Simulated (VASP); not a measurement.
A run of VASP 6.6.1 is set up as follows.

File INCAR:

```
SYSTEM = NiO
PREC     = Accurate       ! precision mode
ENCUT    = 520            ! plane-wave cutoff, eV
EDIFF    = 1E-6           ! SCF threshold, eV
ISMEAR   = 0              ! smearing method
SIGMA    = 0.1            ! smearing width, eV
LREAL    = .FALSE.        ! projectors in reciprocal space
LASPH    = .TRUE.         ! aspherical terms in the spheres
NELM     = 150            ! most SCF steps
ALGO     = Normal         ! electronic algorithm
ISIF     = 2              ! what is computed and relaxed
LWAVE    = .FALSE.        ! write WAVECAR
LCHARG   = .FALSE.        ! write CHGCAR
ISPIN    = 2              ! spin polarisation
MAGMOM   = 1.14 0.2       ! initial moments
LORBIT   = 11             ! projections on sites
LMAXMIX  = 4              ! l up to which the mixer works
GGA      = PS             ! functional
NBANDS   = 19             ! bands
```

Contents of KPOINTS:

```
regular mesh
0
G
  18 18 18
  0 0 0
```

File POSCAR:

```
NiO
1.0
    0.0000000000      1.9943632506      1.9943632506
    1.9943632506      0.0000000000      1.9943632506
    1.9943632506      1.9943632506      0.0000000000
Ni O
1 1
Direct
    0.0000000000      0.0000000000      0.0000000000
    0.5000000000      0.5000000000      0.5000000000
```

Potentials or basis: VASP PAW PBE potentials, release 64 (Ni, O).

Run with:

```bash
$ cat potpaw_PBE.64/Ni/POTCAR potpaw_PBE.64/O/POTCAR > POTCAR
$ mpirun -np 1 vasp_std > vasp.out
```

(1) Predict the pressure.

(2) What does it give for the net moment?

(3) Estimate the site moments.

## Answers

(1) 22.5 GPa.

(2) 0.21 μB per cell.

(3) Ni +0.17; O +0.02 μB.

Caveat: the cell stands under pressure; the PAW data sets were made with another functional, which shifts forces and pressure a little.
